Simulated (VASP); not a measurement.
Wanted: the native input for a VASP 6.6.1 run.

- Task: single point
- Functional: LDA
- Potentials or basis: VASP PAW LDA potentials, release 64 (P, Ir)
- Cutoff: 520 eV
- k mesh: 11 × 11 × 11
- Occupations: fermi-dirac, width 0.05 eV
- Spin: no spin polarisation
- Dipole correction: no
- Further INCAR settings: ALGO = Normal; EDIFF = 1e-06; NBANDS = 18

The structure of PIr2 lies in POSCAR:

```
PIr2
1.0
    0.0000000000      2.7675000000      2.8228500000
    2.7675000000      0.0000000000      2.8228500000
    2.7675000000      2.7675000000      0.0000000000
P Ir
1 2
Direct
    0.0000000000      0.0000000000      0.0000000000
    0.2500000000      0.2500000000      0.2500000000
    0.7500000000      0.7500000000      0.7500000000
```

This cell differs from its parent crystal: zz strain of +2 %.

The input as run:

INCAR

```
ALGO = Normal
EDIFF = 1E-6
ENCUT = 520
ISIF = 2
ISMEAR = -1
LASPH = T
LCHARG = F
LREAL = F
LWAVE = F
NBANDS = 18
NELM = 60
PREC = Accurate
SIGMA = 0.05
```

KPOINTS

```
k-points
0
Gamma
  11 11 11
```

Potentials or basis: VASP PAW LDA potentials, release 64 (P, Ir).

Run with:

```console
$ cat potpaw_LDA.64/P/POTCAR potpaw_LDA.64/Ir/POTCAR > POTCAR
$ mpirun -np 1 vasp_std > vasp.out
```

Results of the run:

```
Pressure               : -8.5 GPa
Band gap on the k mesh : zero (an odd number of electrons rules out a gap without spin polarisation)
```

Caveat: the cell differs from its parent crystal (zz strain of +2 %); the cell stands under tension; spin-orbit coupling is left out, which moves the levels of the heavy elements.

It took 2.8 min on 1 thread of Intel Xeon 8259CL, on a shared host, peak memory 0.22 GiB.
